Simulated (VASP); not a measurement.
Input of a VASP 6.6.1 run:

Contents of INCAR:

```
PREC = Accurate ; ENCUT = 520
EDIFF = 1E-7 ; ISMEAR = 0
SIGMA = 0.02 ; LREAL = False
LASPH = True ; NELM = 60
ALGO = Normal ; ISIF = 2
LWAVE = False ; LCHARG = True
LDIPOL = True ; IDIPOL = 3
DIPOL = 0.5 0.5 0.500 ; GGA = PE
LELF = True ; LVHAR = True
LVACPOTAV = True ; NBANDS = 12
```

File KPOINTS:

```
regular mesh
0
Gamma
  9 9 1
```

Contents of POSCAR:

```
As
1.0
    3.7280000000      0.0000000000      0.0000000000
   -1.8640000000      3.2285427053      0.0000000000
    0.0000000000      0.0000000000     28.0000000000
As
2
Direct
    0.3333333333      0.6666666667      0.5053214286
    0.6666666667      0.3333333333      0.4946785714
```

Potentials or basis: VASP PAW PBE potentials, release 64 (As).

Run with:

```bash
$ cat potpaw_PBE.64/As/POTCAR > POTCAR
$ mpirun -np 1 vasp_std > vasp.out
```

What does it give for the work function of the lower face?

4.14 eV.

What does it give for the largest force?

2.067 eV/Å.

Estimate the work function of the upper face.

4.14 eV.

Predict the band gap on the k mesh.

zero (band 5 reaches -2.90 eV, above the bottom of band 6 at -3.56 eV).

Forces on the atoms (eV/Å):
```
As   0.000  0.000  2.067
As   0.000  0.000 -2.067
```
